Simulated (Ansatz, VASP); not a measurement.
# Ir: VASP beside Ansatz

```
CELL_PARAMETERS angstrom
0.00000 1.93556 1.93556
1.93556 0.00000 1.93556
1.93556 1.93556 0.00000
ATOMIC_POSITIONS crystal
Ir 0.00000 0.00000 0.00000
```

Alike in both runs: functional PBE; k mesh 18 × 18 × 18; occupations fermi-dirac, width 0.08 eV; no spin polarisation.

Ansatz relaxed the structure, and its values are those at the end. VASP's run is a single point on that final structure, the one shown.

|  | VASP | Ansatz |
| --- | --- | --- |
| version | VASP 6.6.1 | Ansatz 0.2.0 |
| potentials or method | VASP PAW PBE potentials, release 64 (Ir) | PAW with Ansatz's default frozen-core files, scalar-relativistic |
| plane-wave cutoff (eV) | 520 | 420 |
| valence electrons in the cell | 9 | 17 |

```tsv
	VASP	Ansatz	Ansatz less VASP
pressure (GPa)	0.5	0.0	-0.50
```

The functional is the same, so the differences come from potentials, cutoffs and numerics. VASP's potentials hold 9 valence electrons a cell and Ansatz's 17, so a difference there can come from the potentials and not from the codes.

Spin-orbit coupling is off throughout.
